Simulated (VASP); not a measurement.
# CrO2 in VASP: single point with LDA

Aim: the single point of CrO2 with LDA.

Everything below comes from runs of VASP 6.6.1. Logs are shortened: lines on timing, memory, paths and dates and some standing lists are left out, and cuts for length are marked.

## Step 1: The cell of the first run

The cell holds a slab with vacuum, 6 atoms: a = 4.605 Å, b = 2.681 Å, c = 25.606 Å, α = 90.00°, β = 90.20°, γ = 90.00°.

## Step 2: Single point, LDA

The input, INCAR:

```
ALGO     = Normal         # electronic algorithm
EDIFF    = 1E-7           # SCF threshold, eV
ENCUT    = 520            # plane-wave cutoff, eV
GGA      = CA             # functional
ISIF     = 2              # what is computed and relaxed
ISMEAR   = 0              # smearing method
LASPH    = T              # aspherical terms in the spheres
LCHARG   = F              # write CHGCAR
LREAL    = F              # projectors in reciprocal space
LWAVE    = F              # write WAVECAR
NBANDS   = 33             # bands
NELM     = 80             # most SCF steps
PREC     = Accurate       # precision mode
SIGMA    = 0.1            # smearing width, eV
```

The input, KPOINTS:

```
k-points
0
Gamma
  8 14 2
```

The input, POSCAR:

```
CrO2
1.0
    4.6051546968      0.0000000000     -0.0022956636
    0.0000000000      2.6807950873      0.0000000000
   -0.0754390063      0.0000000000     25.6055530402
O Cr
4 2
Direct
    0.0905281087      0.7500000000      0.4537114086
    0.9094718913      0.2500000000      0.5462885914
    0.5887868243      0.2500000000      0.4645642480
    0.4112131757      0.7500000000      0.5354357520
    0.7827567289      0.7500000000      0.5019039637
    0.2172432711      0.2500000000      0.4980960363
```

Potentials or basis: VASP PAW LDA potentials, release 64 (O, Cr_pv).

Command:

```console
> cat potpaw_LDA.64/O/POTCAR potpaw_LDA.64/Cr_pv/POTCAR > POTCAR
> mpirun -np 1 vasp_std > vasp.out
```

OUTCAR:

```text
EDIFF = 1E-7
   ENCUT = 520
   GGA = CA
   ISIF = 2
   ISMEAR = 0
   LASPH = T
   LREAL = F
   NELM = 80
   PREC = Accurate

 ion  position               nearest neighbor table
   1  0.091  0.750  0.454-   6 1.85   6 1.85   5 1.88
   2  0.909  0.250  0.546-   5 1.85   5 1.85   6 1.88
   3  0.589  0.250  0.465-   5 1.87   5 1.87   6 1.92
   4  0.411  0.750  0.535-   6 1.87   6 1.87   5 1.92
   5  0.783  0.750  0.502-   2 1.85   2 1.85   3 1.87   3 1.87   1 1.88   4 1.92   6 2.41   6 2.41
                             6 2.93   6 2.93
   6  0.217  0.250  0.498-   1 1.85   1 1.85   4 1.87   4 1.87   2 1.88   3 1.92   5 2.41   5 2.41
                             5 2.93   5 2.93

  LATTYP: Found a simple monoclinic cell.
 ALAT       =     4.6051552690
 B/A-ratio  =     0.5821291424
 C/A-ratio  =     5.5602173376
 COS(beta)  =    -0.0034446804

  Lattice vectors:

 A1 = (   4.6051546968,   0.0000000000,  -0.0022956636)
 A2 = (   0.0000000000,   2.6807950873,   0.0000000000)
 A3 = (  -0.0754390063,   0.0000000000,  25.6055530402)

Analysis of symmetry for initial positions (statically):
=====================================================================
 Subroutine PRICEL returns:
 Original cell was already a primitive cell.

 Routine SETGRP: Setting up the symmetry group for a
 simple monoclinic supercell.

 Subroutine GETGRP returns: Found  4 space group operations
 (whereof  2 operations were pure point group operations)
 out of a pool of  4 trial point group operations.

The static configuration has the point symmetry S_2 .
 The point group associated with its full space group is C_2h.

Analysis of symmetry for dynamics (positions and initial velocities):
=====================================================================
 Subroutine PRICEL returns:
 Original cell was already a primitive cell.

 Routine SETGRP: Setting up the symmetry group for a
 simple monoclinic supercell.

 Subroutine GETGRP returns: Found  4 space group operations
 (whereof  2 operations were pure point group operations)
 out of a pool of  4 trial point group operations.

The dynamic configuration has the point symmetry S_2 .
 The point group associated with its full space group is C_2h.

 Subroutine INISYM returns: Found  4 space group operations
 (whereof  2 operations are pure point group operations),
 and found     1 'primitive' translations

----------------------------------------------------------------------------------------

                                     Primitive cell

  volume of cell :     316.1123

  direct lattice vectors                    reciprocal lattice vectors
     4.605154697  0.000000000 -0.002295664     0.217148290  0.000000000  0.000639762
     0.000000000  2.680795087  0.000000000     0.000000000  0.373023662  0.000000000
    -0.075439006  0.000000000 25.605553040     0.000019468  0.000000000  0.039054086

  length of vectors
     4.605155269  2.680795087 25.605664169     0.217149233  0.373023662  0.039054091

  position of ions in fractional coordinates (direct lattice)
     0.090528109  0.750000000  0.453711409
     0.909471891  0.250000000  0.546288591
     0.588786824  0.250000000  0.464564248
     0.411213176  0.750000000  0.535435752
     0.782756729  0.750000000  0.501903964
     0.217243271  0.250000000  0.498096036

  ion indices of the primitive-cell ions
   primitive index   ion index
                 1           1
                 2           2
                 3           3
                 4           4
                 5           5
                 6           6

----------------------------------------------------------------------------------------

 KPOINTS: k-points

Automatic generation of k-mesh.
 Grid dimensions read from file:
 generate k-points for:    8   14    2

 Generating k-lattice:

  Cartesian coordinates                     Fractional coordinates (reciprocal lattice)
     0.027143536  0.000000000  0.000079970     0.125000000  0.000000000  0.000000000
     0.000000000  0.026644547  0.000000000     0.000000000  0.071428571  0.000000000
     0.000009734  0.000000000  0.019527043     0.000000000  0.000000000  0.500000000

  Length of vectors
     0.027143654  0.026644547  0.019527045

  Shift w.r.t. Gamma in fractional coordinates (k-lattice)
     0.000000000  0.000000000  0.000000000

 Subroutine IBZKPT returns following result:
 ===========================================

 Found     80 irreducible k-points:

 Following reciprocal coordinates:
            Coordinates               Weight
  0.000000  0.000000  0.000000      1.000000
  0.125000  0.000000  0.000000      2.000000
  0.250000  0.000000  0.000000      2.000000
  0.375000  0.000000 -0.000000      2.000000
  0.500000  0.000000  0.000000      1.000000
  0.000000  0.071429  0.000000      2.000000
[... 16 lines left out ...]
  0.250000  0.285714  0.000000      4.000000
  0.375000  0.285714 -0.000000      4.000000
 [... further k-points ...]
   k-points           NKPTS =     80   k-points in BZ     NKDIM =     80   number of bands    NBANDS=     33
   number of dos      NEDOS =    301   number of ions     NIONS =      6
   total plane-waves  NPLWV = 138240
   dimension x,y,z NGX =    36 NGY =   20 NGZ =  192
   dimension x,y,z NGXF=    72 NGYF=   40 NGZF=  384
   ions per type =               4   2
   NGX,Y,Z   is equivalent  to a cutoff of  13.00, 12.40, 12.47 a.u.
   NGXF,Y,Z  is equivalent  to a cutoff of  25.99, 24.81, 24.93 a.u.
 SYSTEM =  unknown system
   PREC   = accura    normal or accurate (medium, high low for compatibility)
   ISTART =      0    job   : 0-new  1-cont  2-samecut
   ICHARG =      2    charge: 1-file 2-atom 10-const
   ISPIN  =      1    spin polarized calculation?
   LNONCOLLINEAR =      F non collinear calculations
   LSORBIT =      F    spin-orbit coupling
   LASPH  =      T    aspherical Exc in radial PAW
   ENCUT  =  520.0 eV  38.22 Ry    6.18 a.u.   8.56  4.98 47.61*2*pi/ulx,y,z
   NELM   =     80;   NELMIN=  2; NELMDL= -5     # of ELM steps
   EDIFF  = 0.1E-06   stopping-criterion for ELM
   LREAL  =      F    real-space projection
   EDIFFG = 0.1E-05   stopping-criterion for IOM
   NSW    =      0    number of steps for IOM
   IBRION =     -1    ionic relax: 0-MD 1-quasi-New 2-CG
   NFREE  =      0    steps in history (QN), initial steepest desc. (CG)
   ISIF   =      2    stress and relaxation
   ISYM   =      2    0-nonsym 1-usesym 2-fastsym
   POTIM  = 0.5000    time-step for ionic-motion
   TEBEG  =    0.0;   TEEND  =   0.0 temperature during run
   PSTRESS=    0.0 pullay stress
   NELECT =      48.0000    total number of electrons
   NUPDOWN=      -1.0000    fix difference up-down
   EMIN   =  10.00;   EMAX   =-10.00  energy-range for DOS
   EFERMI =   0.00;   METHOD = LEGACY
   ISMEAR =     0;   SIGMA  =   0.10  broadening in eV -4-tet -1-fermi 0-gaus
   EFERMI_NEDOS =   21; number of points for ismear=-14 and -15
   IALGO  =     38    algorithm
   IMIX   =      4    mixing-type and parameters
     AMIX     =   0.40;   BMIX     =  1.00
     AMIX_MAG =   1.60;   BMIX_MAG =  1.00
  volume/ion in A,a.u.               =      52.69       355.54
  Fermi-wavevector in a.u.,A,eV,Ry     =   0.873390  1.650467 10.378657  0.762810
  Thomas-Fermi vector in A             =   1.992774
   LORBIT       =      0    0 simple, 1 ext, 2 COOP (PROOUT), +10 PAW based schemes
   GGA     = CA    functional components
   LHFCALC =     F    Hartree Fock is set to
   AEXX    =    0.0000 exact exchange contribution
   IVDW    =     0    specifies the selected vdW correction
   LEPSILON=     F    determine dielectric tensor
   LRPA    =     F    only Hartree local field effects (RPA)
 non-spin polarized calculation
 Gauss-broadening in eV      SIGMA  =   0.10
  energy-cutoff  :      520.00
  volume of cell :      316.11
 maximum number of plane-waves:      8598
 NGX is ok and might be reduce to    36
   NGX = 17   NGY =  9   NGZ = 95

 number of electron      47.9999984 magnetization

 Free energy of the ion-electron system (eV)
  ---------------------------------------------------
  ext. energy  EPLUGINS =         0.00000000
  ---------------------------------------------------
  free energy    TOTEN  =       -54.11452910 eV

  energy without entropy =      -54.10545686  energy(sigma->0) =      -54.10999298

 E-fermi :  -5.3208     XC(G=0):  -2.5418

 val. band max:       -5.3538329767   @ k =   0.1250   0.0000   0.5000
 cond. band min:      -5.3186175782   @ k =   0.0000   0.2143   0.0000
 fundamental gap:      0.0352153985
 Fermi energy:        -5.3207799505

 k-point     1 :       0.0000    0.0000    0.0000
  band No.  band energies     occupation
      1     -49.4661      2.00000
      2     -49.1657      2.00000
      3     -49.1136      2.00000
      4     -48.9559      2.00000
      5     -48.7900      2.00000
      6     -48.5994      2.00000
[... 25 lines left out ...]
     32      -1.3015      0.00000
     33      -1.0312      0.00000

 k-point     2 :       0.1250    0.0000    0.0000
  band No.  band energies     occupation
      1     -49.4515      2.00000
      2     -49.1630      2.00000
      3     -49.1153      2.00000
      4     -48.9587      2.00000
      5     -48.7918      2.00000
      6     -48.6119      2.00000
[... 25 lines left out ...]
     32      -1.3097      0.00000
     33      -1.0282      0.00000
[... 754 lines left out ...]
     32      -1.4364      0.00000
     33      -1.0272      0.00000

 k-point    24 :       0.3750    0.2857   -0.0000
  band No.  band energies     occupation
      1     -49.4522      2.00000
      2     -49.4158      2.00000
      3     -49.0952      2.00000
      4     -49.0633      2.00000
      5     -48.7528      2.00000
      6     -48.6609      2.00000
[... 25 lines left out ...]
     32      -1.3126      0.00000
     33      -1.0476      0.00000

 [... further k-points ...]

------------------------ aborting loop because EDIFF is reached ----------------------------------------

  FORCE on cell =-STRESS in cart. coord.  units (eV):
  Direction    XX          YY          ZZ          XY          YZ          ZX
  --------------------------------------------------------------------------------------
  -------------------------------------------------------------------------------------
  Total        0.6766132      0.7785766      0.4863428      0.0000000      0.0000000      0.0187669
  in kB        3.4293334      3.9461227      2.4649706      0.0000000      0.0000000      0.0951176
  external PRESSURE =       3.2801422 kB  Pullay stress =       0.0000000 kB

 VOLUME and BASIS-vectors are now :
 -----------------------------------------------------------------------------
  energy-cutoff  :      520.00
  volume of cell :      316.11
      direct lattice vectors                 reciprocal lattice vectors
     4.605154697  0.000000000 -0.002295664     0.217148290  0.000000000  0.000639762
     0.000000000  2.680795087  0.000000000     0.000000000  0.373023662  0.000000000
    -0.075439006  0.000000000 25.605553040     0.000019468  0.000000000  0.039054086

 POSITION                                       TOTAL-FORCE (eV/Angst)
 -----------------------------------------------------------------------------------
      0.38267      2.01060     11.61732         0.004407      0.000000     -0.174786
      4.14705      0.67020     13.98593        -0.004407      0.000000      0.174786
      2.67641      0.67020     11.89407        -0.020640     -0.000000     -0.098225
      1.85331      2.01060     13.70918         0.020640      0.000000      0.098225
      3.56685      2.01060     12.84973        -0.067240      0.000000      0.005739
      0.96286      0.67020     12.75353         0.067240      0.000000     -0.005739
 -----------------------------------------------------------------------------------
    total drift:                               -0.000000     -0.000000     -0.000000

  FREE ENERGIE OF THE ION-ELECTRON SYSTEM (eV)
  ---------------------------------------------------
  free  energy   TOTEN  =       -54.1145291030 eV

  energy  without entropy=      -54.1054568647  energy(sigma->0) =      -54.10999298
```

It took 38 min on 1 thread of Intel Xeon 8259CL, shared host; peak memory 0.76 GiB.

Results:

- Free energy: -54.1145 eV
- Largest force: 0.175 eV/Å
- Band gap on the k mesh: zero (bands 24 and 25 overlap by 0.17 eV)

Forces on the atoms (eV/Å):
```
O    0.004  0.000 -0.175
O   -0.004  0.000  0.175
O   -0.021  0.000 -0.098
O    0.021  0.000  0.098
Cr  -0.067  0.000  0.006
Cr   0.067  0.000 -0.006
```

Levels at points of the mesh, in eV from the Fermi level:
```
           k point  band 20  band 21  band 22  band 23  band 24  band 25  band 26  band 27  band 28  band 29
(0.00, 0.00, 0.00)    -2.54    -1.71    -1.59    -0.61    -0.45    -0.12     0.79     1.14     1.39     3.62
(0.50, 0.00, 0.00)    -2.37    -2.24    -1.41    -0.57    -0.41     0.10     0.26     1.59     2.13     2.19
(0.00, 0.50, 0.00)    -3.88    -2.47    -2.47    -0.87    -0.87     0.74     0.74     1.98     1.98     2.98
(0.50, 0.50, 0.00)    -3.20    -2.71    -2.71    -0.55    -0.55     0.65     0.65     1.68     1.68     3.71
(0.00, 0.00, 0.50)    -2.54    -1.71    -1.59    -0.61    -0.45    -0.12     0.79     1.14     1.39     3.62
(0.50, 0.00, 0.50)    -2.37    -2.24    -1.41    -0.57    -0.41     0.10     0.26     1.59     2.13     2.19
(0.00, 0.50, 0.50)    -3.88    -2.47    -2.47    -0.87    -0.87     0.74     0.74     1.98     1.98     2.98
(0.50, 0.50, 0.50)    -3.20    -2.71    -2.71    -0.55    -0.55     0.65     0.65     1.68     1.68     3.71
```

Caveat: the run has no spin polarisation, though such a crystal can be magnetic; semilocal functionals often make such compounds metallic where correlation or magnetic order opens a gap, which also shifts bond lengths. With open d or f shells a metallic result of LDA can be an artefact of self-interaction; +U or a hybrid may open a gap.
